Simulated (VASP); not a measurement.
# SnO2 (P1) in VASP: single point with PBE

Aim: the single point of SnO2 with PBE.

Program: VASP 6.6.1. These are calculated values, not measurements. Logs are shortened: lines on timing, memory, paths and dates and some standing lists are left out, and cuts for length are marked.

## (1) The cell of the first run

The typed cell holds 6 atoms: a = 4.827 Å, b = 4.828 Å, c = 3.238 Å, α = 90.00°, β = 90.00°, γ = 90.00°.

## (2) Single point, PBE (atoms moved at random)

The input, INCAR:

```
ALGO     = Normal         # electronic algorithm
EDIFF    = 1E-6           # SCF threshold, eV
ENCUT    = 520            # plane-wave cutoff, eV
GGA      = PE             # functional
ISIF     = 2              # what is computed and relaxed
ISMEAR   = 0              # smearing method
LASPH    = T              # aspherical terms in the spheres
LCHARG   = F              # write CHGCAR
LREAL    = F              # projectors in reciprocal space
LWAVE    = F              # write WAVECAR
NBANDS   = 35             # bands
NELM     = 80             # most SCF steps
PREC     = Accurate       # precision mode
SIGMA    = 0.05           # smearing width, eV
```

The input, KPOINTS:

```
k-points
0
Gamma
  6 6 8
```

The input, POSCAR:

```
SnO2
1.0
    4.8265176357      0.0000000000      0.0000000000
    0.0000000000      4.8283676035      0.0000000000
    0.0000000000      0.0000000000      3.2381666599
Sn O
2 4
Direct
    0.5188974421      0.5149196810      0.4943670467
   -0.0062852008     -0.0182587611     -0.0157972970
    0.2813217613      0.2986328601      0.0427925819
    0.7779428076      0.2004032651      0.5438313217
    0.2416688168      0.8011123038      0.4473877516
    0.6864543730      0.7031906511     -0.0125814050
```

Potentials or basis: VASP PAW PBE potentials, release 64 (Sn_d, O).

Launch:

```bash
$ cat potpaw_PBE.64/Sn_d/POTCAR potpaw_PBE.64/O/POTCAR > POTCAR
$ mpirun -np 1 vasp_std > vasp.out
```

OUTCAR:

```text
EDIFF = 1E-6
   ENCUT = 520
   GGA = PE
   ISIF = 2
   ISMEAR = 0
   LASPH = T
   LREAL = F
   NELM = 80
   PREC = Accurate

 ion  position               nearest neighbor table
   1  0.519  0.515  0.494-   5 1.93   4 1.97   6 2.01   6 2.04   3 2.13   3 2.36   2 3.58   2 3.61
                             2 3.74
   2  0.994  0.982  0.984-   6 2.00   4 2.06   3 2.07   5 2.11   5 2.28   4 2.34   1 3.58   1 3.61
                             1 3.74
   3  0.281  0.299  0.043-   2 2.07   1 2.13   1 2.36
   4  0.778  0.200  0.544-   1 1.97   2 2.06   2 2.34
   5  0.242  0.801  0.447-   1 1.93   2 2.11   2 2.28
   6  0.686  0.703  0.987-   2 2.00   1 2.01   1 2.04

  LATTYP: Found a simple orthorhombic cell.
 ALAT       =     3.2381666599
 B/A-ratio  =     1.4905093353
 C/A-ratio  =     1.4910806362

  Lattice vectors:

 A1 = (   0.0000000000,   0.0000000000,   3.2381666599)
 A2 = (   4.8265176357,   0.0000000000,   0.0000000000)
 A3 = (   0.0000000000,   4.8283676035,   0.0000000000)

Analysis of symmetry for initial positions (statically):
=====================================================================
 Subroutine PRICEL returns:
 Original cell was already a primitive cell.

 Routine SETGRP: Setting up the symmetry group for a
 simple orthorhombic supercell.

 Subroutine GETGRP returns: Found  1 space group operations
 (whereof  1 operations were pure point group operations)
 out of a pool of  8 trial point group operations.

The static configuration has the point symmetry C_1 .

Analysis of symmetry for dynamics (positions and initial velocities):
=====================================================================
 Subroutine PRICEL returns:
 Original cell was already a primitive cell.

 Routine SETGRP: Setting up the symmetry group for a
 simple orthorhombic supercell.

 Subroutine GETGRP returns: Found  1 space group operations
 (whereof  1 operations were pure point group operations)
 out of a pool of  8 trial point group operations.

The dynamic configuration has the point symmetry C_1 .

 Subroutine INISYM returns: Found  1 space group operations
 (whereof  1 operations are pure point group operations),
 and found     1 'primitive' translations

----------------------------------------------------------------------------------------

                                     Primitive cell

  volume of cell :      75.4629

  direct lattice vectors                    reciprocal lattice vectors
[... 97 lines left out ...]
   EDIFFG = 0.1E-04   stopping-criterion for IOM
   NSW    =      0    number of steps for IOM
   IBRION =     -1    ionic relax: 0-MD 1-quasi-New 2-CG
   NFREE  =      0    steps in history (QN), initial steepest desc. (CG)
   ISIF   =      2    stress and relaxation
   ISYM   =      2    0-nonsym 1-usesym 2-fastsym
   POTIM  = 0.5000    time-step for ionic-motion
   TEBEG  =    0.0;   TEEND  =   0.0 temperature during run
   PSTRESS=    0.0 pullay stress
   NELECT =      52.0000    total number of electrons
   NUPDOWN=      -1.0000    fix difference up-down
   EMIN   =  10.00;   EMAX   =-10.00  energy-range for DOS
   EFERMI =   0.00;   METHOD = LEGACY
   ISMEAR =     0;   SIGMA  =   0.05  broadening in eV -4-tet -1-fermi 0-gaus
   EFERMI_NEDOS =   21; number of points for ismear=-14 and -15
   IALGO  =     38    algorithm
   IMIX   =      4    mixing-type and parameters
     AMIX     =   0.40;   BMIX     =  1.00
     AMIX_MAG =   1.60;   BMIX_MAG =  1.00
  volume/ion in A,a.u.               =      12.58        84.87
  Fermi-wavevector in a.u.,A,eV,Ry     =   1.445988  2.732522 28.448182  2.090882
  Thomas-Fermi vector in A             =   2.564108
   LORBIT       =      0    0 simple, 1 ext, 2 COOP (PROOUT), +10 PAW based schemes
   GGA     = PE    functional components
   LHFCALC =     F    Hartree Fock is set to
   AEXX    =    0.0000 exact exchange contribution
   IVDW    =     0    specifies the selected vdW correction
   LEPSILON=     F    determine dielectric tensor
   LRPA    =     F    only Hartree local field effects (RPA)
 non-spin polarized calculation
 Gauss-broadening in eV      SIGMA  =   0.05
  energy-cutoff  :      520.00
  volume of cell :       75.46
 maximum number of plane-waves:      2060
   NGX = 17   NGY = 17   NGZ = 13

 number of electron      52.0000011 magnetization

 Free energy of the ion-electron system (eV)
  ---------------------------------------------------
  ext. energy  EPLUGINS =         0.00000000
  ---------------------------------------------------
  free energy    TOTEN  =       -36.02857888 eV

  energy without entropy =      -36.02857700  energy(sigma->0) =      -36.02857794

 E-fermi :   6.0041     XC(G=0): -10.9957

 val. band max:        5.8882194087   @ k =   0.0000   0.0000   0.1250
 cond. band min:       6.1123168641   @ k =   0.0000   0.0000   0.0000
 fundamental gap:      0.2240974554
 Fermi energy:         6.0041407345

 k-point     1 :       0.0000    0.0000    0.0000
  band No.  band energies     occupation
      1     -15.7742      2.00000
      2     -15.0232      2.00000
      3     -14.9578      2.00000
      4     -14.8629      2.00000
      5     -14.7884      2.00000
      6     -14.7414      2.00000
[... 901 lines left out ...]
     34      17.4382      0.00000
     35      17.5735      0.00000

 [... further k-points ...]

------------------------ aborting loop because EDIFF is reached ----------------------------------------

  FORCE on cell =-STRESS in cart. coord.  units (eV):
  Direction    XX          YY          ZZ          XY          YZ          ZX
  --------------------------------------------------------------------------------------
  -------------------------------------------------------------------------------------
  Total        0.9524836      2.7733368      1.8960660     -1.3500314     -0.5979461      1.1892915
  in kB       20.2224923     58.8816228     40.2559997    -28.6629590    -12.6951889     25.2502377
  external PRESSURE =      39.7867049 kB  Pullay stress =       0.0000000 kB

 VOLUME and BASIS-vectors are now :
 -----------------------------------------------------------------------------
  energy-cutoff  :      520.00
  volume of cell :       75.46
      direct lattice vectors                 reciprocal lattice vectors
     4.826517636  0.000000000  0.000000000     0.207188718  0.000000000  0.000000000
     0.000000000  4.828367604  0.000000000     0.000000000  0.207109334  0.000000000
     0.000000000  0.000000000  3.238166660     0.000000000  0.000000000  0.308816718

 POSITION                                       TOTAL-FORCE (eV/Angst)
 -----------------------------------------------------------------------------------
      2.50447      2.48622      1.60084        -1.861065     -3.048302      0.106331
      4.79618      4.74021      3.18701         1.979159      1.805411      0.353272
      1.35780      1.44191      0.13857         0.713417      0.845890     -0.931785
      3.75475      0.96762      1.76102         1.632257     -1.761251     -0.988777
      1.16642      3.86806      1.44872        -3.356780      2.113967      1.096246
      3.31318      3.39526      3.19743         0.893012      0.044286      0.364713
 -----------------------------------------------------------------------------------
    total drift:                                0.000824     -0.000607      0.000445

  FREE ENERGIE OF THE ION-ELECTRON SYSTEM (eV)
  ---------------------------------------------------
  free  energy   TOTEN  =       -36.0285788843 eV

  energy  without entropy=      -36.0285769999  energy(sigma->0) =      -36.02857794
```

stdout:

```text
POSCAR found type information on POSCAR SnO
 POSCAR found :  2 types and       6 ions
 scaLAPACK will be used
 LDA part: xc-table for (Slater+PW92), standard interpolation
 POSCAR, INCAR and KPOINTS ok, starting setup
 FFT: planning ... GRIDC
 FFT: planning ... GRID_SOFT
 FFT: planning ... GRID
 WAVECAR not read
 entering main loop
```

Wall time 3.7 min (1 thread of Intel Xeon Platinum 8259CL at 2.50GHz (Skylake/Cascade Lake), shared host); peak memory 0.39 GiB.

Results:

```yaml
Free_energy: -36.0286 eV
Pressure: 4.0 GPa
Largest_force: 4.116 eV/Å
Band_gap_on_the_k_mesh: 0.22 eV (least direct gap 0.40 eV)
```

Forces on the atoms (eV/Å):
```
Sn  -1.861 -3.048  0.106
Sn   1.979  1.805  0.353
O    0.713  0.846 -0.932
O    1.632 -1.761 -0.989
O   -3.357  2.114  1.096
O    0.893  0.044  0.365
```

Caveat: the cell differs from its parent crystal (atoms moved at random); the cell stands under pressure; semilocal functionals underestimate gaps, and a narrow one can read as zero; spin-orbit coupling is left out, which moves the levels of the heavy elements; forces of over 1 eV/Å act on the atoms, so gaps and moduli don't describe the material at rest. A k mesh can miss the band edges.
